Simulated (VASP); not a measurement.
Wanted: the native input for a VASP 6.6.1 run.

```yaml
Task: single point
Functional: PBE
Potentials_or_basis: VASP PAW PBE potentials, release 64 (Mo_sv)
Cutoff: 520 eV
k_mesh: 22 × 22 × 22
Occupations: gaussian, width 0.15 eV
Spin: no spin polarisation
Dipole_correction: no
Further_INCAR_settings: ALGO = Normal; EDIFF = 1e-06; NBANDS = 13
```

The structure of Mo lies in POSCAR:

```
Mo
1.0
   -1.6078391339      1.6078391339      1.6078391339
    1.6078391339     -1.6078391339      1.6078391339
    1.6078391339      1.6078391339     -1.6078391339
Mo
1
Direct
    0.0000000000      0.0000000000      0.0000000000
```

These files were run (other wordings do the same):

INCAR

```
SYSTEM = Mo
ALGO = Normal
EDIFF = 1E-6
ENCUT = 520
GGA = PE
ISIF = 2
ISMEAR = 0
LASPH = .True.
LCHARG = .False.
LREAL = .False.
LWAVE = .False.
NBANDS = 13
NELM = 80
PREC = Accurate
SIGMA = 0.15
```

KPOINTS

```
k-points
0
Gamma
  22 22 22
  0 0 0
```

Potentials or basis: VASP PAW PBE potentials, release 64 (Mo_sv).

Launch:

```bash
$ cat potpaw_PBE.64/Mo_sv/POTCAR > POTCAR
$ mpirun -np 1 vasp_std > vasp.out
```

Results of the run:

```
Pressure               : -11.5 GPa
Band gap on the k mesh : zero (band 7 reaches 15.26 eV, above the bottom of band 8 at 10.37 eV)
```

It took 44 s on 1 thread of Intel(R) Xeon(R) Platinum 8259CL CPU @ 2.50GHz (Skylake/Cascade Lake), with other jobs on the host, peak memory 0.19 GiB.
